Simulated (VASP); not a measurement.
# Ta (Im-3m) in VASP: single point with PBEsol

Aim: the single point of Ta with PBEsol.

Everything below comes from runs of VASP 6.6.1. Logs are shortened: lines on timing, memory, paths and dates and some standing lists are left out, and cuts for length are marked.

## Step 1: The cell of the first run

Symmetry: Im-3m, No. 229, cubic system. Conventional cell: a = 3.281 Å, b = 3.281 Å, c = 3.281 Å, α = 90.00°, β = 90.00°, γ = 90.00°. Ta (site symmetry m-3m) has 14 Ta at 2.84 to 3.28 Å within 3.7 Å.

## Step 2: Single point, PBEsol

Input file INCAR:

```
SYSTEM = Ta
  PREC = Accurate
  ENCUT = 520
  EDIFF = 1E-7
  ISMEAR = 0
  SIGMA = 0.1
  LREAL = .FALSE.
  LASPH = .TRUE.
  NELM = 100
  ALGO = Normal
  ISIF = 2
  LWAVE = .FALSE.
  LCHARG = .FALSE.
  GGA = PS
  NBANDS = 12
```

Input file KPOINTS:

```
Automatic mesh
0
G
  18 18 18
  0 0 0
```

Input file POSCAR:

```
Ta
1.0
   -1.6402597641      1.6402597641      1.6402597641
    1.6402597641     -1.6402597641      1.6402597641
    1.6402597641      1.6402597641     -1.6402597641
Ta
1
Direct
    0.0000000000      0.0000000000      0.0000000000
```

Potentials or basis: VASP PAW PBE potentials, release 64 (Ta_pv).

Run with:

```sh
$ cat potpaw_PBE.64/Ta_pv/POTCAR > POTCAR
$ mpirun -np 1 vasp_std > vasp.out
```

OUTCAR:

```text
SYSTEM = Ta
   PREC = Accurate
   ENCUT = 520
   EDIFF = 1E-7
   ISMEAR = 0
   LREAL = .FALSE.
   LASPH = .TRUE.
   NELM = 100
   ISIF = 2
   GGA = PS

 ion  position               nearest neighbor table
   1  0.000  0.000  0.000-

  LATTYP: Found a body centered cubic cell.
 ALAT       =     3.2805195282

  Lattice vectors:

 A1 = (  -1.6402597641,   1.6402597641,   1.6402597641)
 A2 = (   1.6402597641,  -1.6402597641,   1.6402597641)
 A3 = (   1.6402597641,   1.6402597641,  -1.6402597641)

Analysis of symmetry for initial positions (statically):
=====================================================================
 Subroutine PRICEL returns:
 Original cell was already a primitive cell.

 Routine SETGRP: Setting up the symmetry group for a
 body centered cubic supercell.

 Subroutine GETGRP returns: Found 48 space group operations
 (whereof 48 operations were pure point group operations)
 out of a pool of 48 trial point group operations.

The static configuration has the point symmetry O_h .

Analysis of symmetry for dynamics (positions and initial velocities):
=====================================================================
 Subroutine PRICEL returns:
 Original cell was already a primitive cell.

 Routine SETGRP: Setting up the symmetry group for a
 body centered cubic supercell.

 Subroutine GETGRP returns: Found 48 space group operations
 (whereof 48 operations were pure point group operations)
 out of a pool of 48 trial point group operations.

The dynamic configuration has the point symmetry O_h .

 Subroutine INISYM returns: Found 48 space group operations
 (whereof 48 operations are pure point group operations),
 and found     1 'primitive' translations

----------------------------------------------------------------------------------------

                                     Primitive cell

  volume of cell :      17.6522

  direct lattice vectors                    reciprocal lattice vectors
    -1.640259764  1.640259764  1.640259764     0.000000000  0.304829766  0.304829766
     1.640259764 -1.640259764  1.640259764     0.304829766  0.000000000  0.304829766
     1.640259764  1.640259764 -1.640259764     0.304829766  0.304829766  0.000000000

  length of vectors
     2.841013249  2.841013249  2.841013249     0.431094389  0.431094389  0.431094389

  position of ions in fractional coordinates (direct lattice)
     0.000000000  0.000000000  0.000000000

  ion indices of the primitive-cell ions
   primitive index   ion index
                 1           1

----------------------------------------------------------------------------------------

 KPOINTS: Automatic mesh

Automatic generation of k-mesh.
 Grid dimensions read from file:
 generate k-points for:   18   18   18

 Generating k-lattice:

  Cartesian coordinates                     Fractional coordinates (reciprocal lattice)
     0.000000000  0.016934987  0.016934987     0.055555556  0.000000000  0.000000000
     0.016934987  0.000000000  0.016934987     0.000000000  0.055555556  0.000000000
     0.016934987  0.016934987  0.000000000     0.000000000  0.000000000  0.055555556

  Length of vectors
     0.023949688  0.023949688  0.023949688

  Shift w.r.t. Gamma in fractional coordinates (k-lattice)
     0.000000000  0.000000000  0.000000000

 Subroutine IBZKPT returns following result:
 ===========================================

 Found    195 irreducible k-points:

 Following reciprocal coordinates:
            Coordinates               Weight
  0.000000  0.000000  0.000000      1.000000
  0.055556  0.000000  0.000000     12.000000
  0.111111  0.000000  0.000000     12.000000
  0.166667  0.000000  0.000000     12.000000
  0.222222  0.000000  0.000000     12.000000
  0.277778  0.000000  0.000000     12.000000
[... 16 lines left out ...]
  0.333333  0.111111  0.000000     48.000000
  0.388889  0.111111  0.000000     48.000000
 [... further k-points ...]
   k-points           NKPTS =    195   k-points in BZ     NKDIM =    195   number of bands    NBANDS=     12
   number of dos      NEDOS =    301   number of ions     NIONS =      1
   total plane-waves  NPLWV =  13824
   dimension x,y,z NGX =    24 NGY =   24 NGZ =   24
   dimension x,y,z NGXF=    48 NGYF=   48 NGZF=   48
   ions per type =               1
   NGX,Y,Z   is equivalent  to a cutoff of  14.04, 14.04, 14.04 a.u.
   NGXF,Y,Z  is equivalent  to a cutoff of  28.09, 28.09, 28.09 a.u.
 SYSTEM =  Ta
   PREC   = accura    normal or accurate (medium, high low for compatibility)
   ISTART =      0    job   : 0-new  1-cont  2-samecut
   ICHARG =      2    charge: 1-file 2-atom 10-const
   ISPIN  =      1    spin polarized calculation?
   LNONCOLLINEAR =      F non collinear calculations
   LSORBIT =      F    spin-orbit coupling
   LASPH  =      T    aspherical Exc in radial PAW
   ENCUT  =  520.0 eV  38.22 Ry    6.18 a.u.   5.28  5.28  5.28*2*pi/ulx,y,z
   NELM   =    100;   NELMIN=  2; NELMDL= -5     # of ELM steps
   EDIFF  = 0.1E-06   stopping-criterion for ELM
   LREAL  =      F    real-space projection
   EDIFFG = 0.1E-05   stopping-criterion for IOM
   NSW    =      0    number of steps for IOM
   IBRION =     -1    ionic relax: 0-MD 1-quasi-New 2-CG
   NFREE  =      0    steps in history (QN), initial steepest desc. (CG)
   ISIF   =      2    stress and relaxation
   ISYM   =      2    0-nonsym 1-usesym 2-fastsym
   POTIM  = 0.5000    time-step for ionic-motion
   TEBEG  =    0.0;   TEEND  =   0.0 temperature during run
   PSTRESS=    0.0 pullay stress
   NELECT =      11.0000    total number of electrons
   NUPDOWN=      -1.0000    fix difference up-down
   EMIN   =  10.00;   EMAX   =-10.00  energy-range for DOS
   EFERMI =   0.00;   METHOD = LEGACY
   ISMEAR =     0;   SIGMA  =   0.10  broadening in eV -4-tet -1-fermi 0-gaus
   EFERMI_NEDOS =   21; number of points for ismear=-14 and -15
   IALGO  =     38    algorithm
   IMIX   =      4    mixing-type and parameters
     AMIX     =   0.40;   BMIX     =  1.00
     AMIX_MAG =   1.60;   BMIX_MAG =  1.00
  volume/ion in A,a.u.               =      17.65       119.12
  Fermi-wavevector in a.u.,A,eV,Ry     =   1.398320  2.642441 26.603439  1.955298
  Thomas-Fermi vector in A             =   2.521489
   LORBIT       =      0    0 simple, 1 ext, 2 COOP (PROOUT), +10 PAW based schemes
   GGA     = PS    functional components
   LHFCALC =     F    Hartree Fock is set to
   AEXX    =    0.0000 exact exchange contribution
   IVDW    =     0    specifies the selected vdW correction
   LEPSILON=     F    determine dielectric tensor
   LRPA    =     F    only Hartree local field effects (RPA)
 non-spin polarized calculation
 Gauss-broadening in eV      SIGMA  =   0.10
  energy-cutoff  :      520.00
  volume of cell :       17.65
 maximum number of plane-waves:       490
 NGX is ok and might be reduce to    24
   NGX = 11   NGY = 11   NGZ = 11

 number of electron      11.0000002 magnetization

 Free energy of the ion-electron system (eV)
  ---------------------------------------------------
  ext. energy  EPLUGINS =         0.00000000
  ---------------------------------------------------
  free energy    TOTEN  =       -12.55538496 eV

  energy without entropy =      -12.54944025  energy(sigma->0) =      -12.55241261

 E-fermi :   5.4928     XC(G=0): -12.8315

 val. band max:        5.4922333972   @ k =  -0.2778   0.3889   0.1111
 cond. band min:       5.4956517720   @ k =  -0.1667   0.2222   0.0556
 fundamental gap:      0.0034183748
 Fermi energy:         5.4927787939

 k-point     1 :       0.0000    0.0000    0.0000
  band No.  band energies     occupation
      1     -27.4579      2.00000
      2     -27.4579      2.00000
      3     -27.4579      2.00000
      4      -2.5225      2.00000
      5       6.2052      0.00000
      6       6.2052      0.00000
      7       6.2052      0.00000
      8       9.5473      0.00000
      9       9.5473      0.00000
     10      20.2198      0.00000
     11      20.6199      0.00000
     12      20.6199      0.00000

 k-point     2 :       0.0556    0.0000    0.0000
  band No.  band energies     occupation
      1     -27.4995      2.00000
      2     -27.4706      2.00000
      3     -27.4581      2.00000
      4      -2.3801      2.00000
      5       6.1119      0.00000
      6       6.1793      0.00000
      7       6.3445      0.00000
      8       9.3926      0.00000
      9       9.5472      0.00000
     10      20.2198      0.00000
     11      20.7503      0.00000
     12      20.8684      0.00000

 k-point     3 :       0.1111    0.0000    0.0000
  band No.  band energies     occupation
      1     -27.6181      2.00000
      2     -27.5070      2.00000
      3     -27.4588      2.00000
      4      -1.9682      2.00000
      5       5.8553      0.00000
      6       6.0696      0.00000
      7       6.7582      0.00000
      8       9.0701      0.00000
      9       9.5549      0.00000
     10      20.2191      0.00000
     11      21.0803      0.00000
     12      21.5891      0.00000
[... 286 lines left out ...]
 k-point    23 :       0.3333    0.1111    0.0000
  band No.  band energies     occupation
      1     -28.5558      2.00000
      2     -27.8565      2.00000
      3     -27.5204      2.00000
      4       1.3597      2.00000
      5       4.1358      2.00000
      6       5.5985      0.13471
      7       9.2352      0.00000
      8      10.4429      0.00000
      9      12.5544      0.00000
     10      18.1925      0.00000
     11      19.4421      0.00000
     12      20.2488      0.00000

 k-point    24 :       0.3889    0.1111    0.0000
  band No.  band energies     occupation
      1     -28.6413      2.00000
      2     -27.8988      2.00000
      3     -27.5219      2.00000
      4       1.4128      2.00000
      5       3.9988      2.00000
      6       6.2125      0.00000
      7       9.3046      0.00000
      8      10.6398      0.00000
      9      13.5899      0.00000
     10      17.2556      0.00000
     11      18.6475      0.00000
     12      20.2380      0.00000

 [... further k-points ...]
[... 5 lines left out ...]
  --------------------------------------------------------------------------------------
  -------------------------------------------------------------------------------------
  Total        0.0199938      0.0199938      0.0199938      0.0000000     -0.0000000      0.0000000
  in kB        1.8147167      1.8147167      1.8147167      0.0000000     -0.0000000      0.0000000
  external PRESSURE =       1.8147167 kB  Pullay stress =       0.0000000 kB

 VOLUME and BASIS-vectors are now :
 -----------------------------------------------------------------------------
  energy-cutoff  :      520.00
  volume of cell :       17.65
      direct lattice vectors                 reciprocal lattice vectors
    -1.640259764  1.640259764  1.640259764     0.000000000  0.304829766  0.304829766
     1.640259764 -1.640259764  1.640259764     0.304829766  0.000000000  0.304829766
     1.640259764  1.640259764 -1.640259764     0.304829766  0.304829766  0.000000000

 POSITION                                       TOTAL-FORCE (eV/Angst)
 -----------------------------------------------------------------------------------
      0.00000      0.00000      0.00000         0.000000      0.000000      0.000000
 -----------------------------------------------------------------------------------
    total drift:                                0.000000      0.000000      0.000000

  FREE ENERGIE OF THE ION-ELECTRON SYSTEM (eV)
  ---------------------------------------------------
  free  energy   TOTEN  =       -12.5553849612 eV

  energy  without entropy=      -12.5494402543  energy(sigma->0) =      -12.55241261
```

Run time: 16 s. Hardware: 1 thread of AMD EPYC 9R45 (Zen 5), shared host; peak memory 0.14 GiB.

What came out:

```
Free energy            : -12.5554 eV
Pressure               : 0.2 GPa
Band gap on the k mesh : zero (an odd number of electrons rules out a gap without spin polarisation)
```

Levels at points of the mesh, in eV from the Fermi level:
```tsv
k point	band 3	band 4	band 5	band 6	band 7	band 8
(0.00, 0.00, 0.00)	-32.95	-8.02	0.71	0.71	0.71	4.05
(0.50, 0.00, 0.00)	-32.96	-4.49	-1.62	1.70	3.95	5.00
(0.50, 0.50, 0.50)	-33.83	-3.94	-3.94	7.00	7.00	7.00
```

Caveat: the PAW data sets were made with another functional, which shifts forces and pressure a little; spin-orbit coupling is left out, which moves the levels of the heavy elements.
